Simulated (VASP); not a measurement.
Write the native input for VASP 6.6.1 that does the following.

| Property | Result |
| --- | --- |
| Task | single point |
| Functional | LDA |
| Potentials or basis | VASP PAW LDA potentials, release 64 (Sb) |
| Cutoff | 520 eV |
| k mesh | 12 × 12 × 12 |
| Occupations | gaussian, width 0.03 eV |
| Spin | non-collinear spin, zero start, spin-orbit coupling |
| Starting moments | [[0.0, 0.0, 0.0], [0.0, 0.0, 0.0]] μB |
| Dipole correction | no |
| Further INCAR settings | ALGO = Fast; EDIFF = 1e-07; NBANDS = 22 |

The structure of Sb lies in POSCAR:

```
Sb
1.0
    2.1542000000      1.2437279500      3.7580000000
   -2.1542000000      1.2437279500      3.7580000000
    0.0000000000     -2.4874559000      3.7580000000
Sb
2
Direct
    0.2334900000      0.2334900000      0.2334900000
    0.7665100000      0.7665100000      0.7665100000
```

The input as run:

INCAR

```
ALGO     = Fast           # electronic algorithm
EDIFF    = 1E-7           # SCF threshold, eV
ENCUT    = 520            # plane-wave cutoff, eV
GGA      = CA             # functional
GGA_COMPAT= False        
ISIF     = 2              # what is computed and relaxed
ISMEAR   = 0              # smearing method
LASPH    = True           # aspherical terms in the spheres
LCHARG   = True           # write CHGCAR
LORBIT   = 11             # projections on sites
LORBMOM  = True         
LREAL    = False          # projectors in reciprocal space
LSORBIT  = True           # spin-orbit coupling
LVHAR    = True         
LWAVE    = False          # write WAVECAR
MAGMOM   = 0 0 0 0 0 0    # initial moments
NBANDS   = 22             # bands
NELM     = 150            # most SCF steps
PREC     = Accurate       # precision mode
SIGMA    = 0.03           # smearing width, eV
```

KPOINTS

```
k-points
0
Gamma
  12 12 12
```

Potentials or basis: VASP PAW LDA potentials, release 64 (Sb).

The run is started by

```console
$ cat potpaw_LDA.64/Sb/POTCAR > POTCAR
$ mpirun -np 1 vasp_ncl > vasp.out
```

Results of the run:

The pressure is -0.8 GPa, the largest force is 0.114 eV/Å and the net moment is 0.00 μB per cell. The valence electrons inside the program's atomic spheres are Sb 2.42.

Run time: 14 min on 1 thread of Oxide Virtual Turin-like Processor, with other jobs on the host, peak memory 0.48 GiB.
